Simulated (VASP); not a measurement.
Input of a VASP 6.6.1 run:

The input INCAR:

```
SYSTEM = Ca
PREC = Accurate
ENCUT = 500
EDIFF = 1E-7
ISMEAR = 0
SIGMA = 0.1
LREAL = .False.
LASPH = .True.
NELM = 120
ALGO = Normal
ISIF = 3
LWAVE = .False.
LCHARG = .False.
GGA = PS
IBRION = 2
NSW = 100
EDIFFG = -0.002
GGA_COMPAT = .False.
NELMIN = 4
```

The input KPOINTS:

```
regular mesh
0
Gamma
  14 14 14
  0 0 0
```

POSCAR

```
Ca
1.0
    0.0000000000      2.8005000000      2.8005000000
    2.8005000000      0.0000000000      2.8005000000
    2.8005000000      2.8005000000      0.0000000000
Ca
1
Direct
    0.0000000000      0.0000000000      0.0000000000
```

Potentials or basis: VASP PAW PBE potentials, release 64 (Ca_sv).

Launch:

```bash
$ cat potpaw_PBE.64/Ca_sv/POTCAR > POTCAR
$ mpirun -np 1 vasp_std > vasp.out
```

(1) Estimate the space group after relaxing (to 0.1 Å).

(2) Predict the relaxed cell.

(3) What does it give for the relaxed volume?

(4) Estimate the band gap on the k mesh.

Results:

(1) Fm-3m (No. 225).

(2) a = 3.858 Å, b = 3.858 Å, c = 3.858 Å, α = 60.00°, β = 60.00°, γ = 60.00°.

(3) 40.60 Å³/atom.

(4) zero (bands 5 and 6 overlap by 0.25 eV).

Caveat: the PAW data sets were made with another functional, which shifts forces and pressure a little.
